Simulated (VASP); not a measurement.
KZnF3: single point with PBE

Crystal: KZnF3.

```
CELL_PARAMETERS angstrom
4.05000 0.00000 0.00000
0.00000 4.05000 0.03544
0.00000 0.03544 4.05000
ATOMIC_POSITIONS crystal
K 0.00000 0.00000 0.00000
Zn 0.50000 0.50000 0.50000
F 0.50000 0.50000 0.00000
F 0.00000 0.50000 0.50000
F 0.50000 0.00000 0.50000
```

This cell differs from its parent crystal: strain +0.0175 x Voigt [0, 0, 0, 1, 0, 0].

```
Program                : VASP 6.6.1
Task                   : single point
Functional             : PBE
Potentials or basis    : VASP PAW PBE potentials, release 64 (K_sv, Zn, F)
Cutoff                 : 520 eV
k mesh                 : 6 × 6 × 6
Occupations            : gaussian, width 0.05 eV
Spin                   : no spin polarisation
Dipole correction      : no
Further INCAR settings : ALGO = Normal; EDIFF = 1e-06; NBANDS = 29
```

| Property | Result |
| --- | --- |
| Pressure | 5.0 GPa |
| Band gap on the k mesh | 3.79 eV (least direct gap 5.61 eV) |

Stress tensor (GPa, compression positive):
```
 4.97  0.00  0.00
 0.00  4.98 -0.59
 0.00 -0.59  4.98
```

Levels at points of the mesh, in eV from the valence-band top:
```
           k point  band 17  band 18  band 19  band 20  band 21  band 22  band 23  band 24  band 25  band 26
(0.00, 0.00, 0.00)    -2.06    -2.05    -1.88    -1.86    -1.82     3.79     8.70     8.70     9.40    11.00
(0.50, 0.00, 0.00)    -2.08    -1.97    -1.70    -1.70    -1.58     6.56     8.30     9.65    10.99    11.16
(0.00, 0.50, 0.00)    -2.03    -2.03    -1.70    -1.70    -1.58     6.56     8.30     9.64    11.08    11.08
(0.50, 0.50, 0.00)    -2.05    -1.79    -1.79    -1.51     0.00     8.04    10.12    10.15    10.15    11.42
(0.00, 0.50, 0.50)    -2.05    -1.79    -1.78    -1.51     0.00     8.04    10.13    10.14    10.16    11.41
(0.50, 0.50, 0.50)    -1.50    -1.49    -1.49     0.00     0.00     8.36     8.43     8.49    10.22    12.25
```

Wall time 40 s on 1 thread of Intel(R) Xeon(R) 6975P-C (Granite Rapids) (shared host), peak memory 0.23 GiB.

Caveat: the cell differs from its parent crystal (strain +0.0175 x Voigt [0, 0, 0, 1, 0, 0]); the cell stands under pressure. A k mesh can miss the band edges.
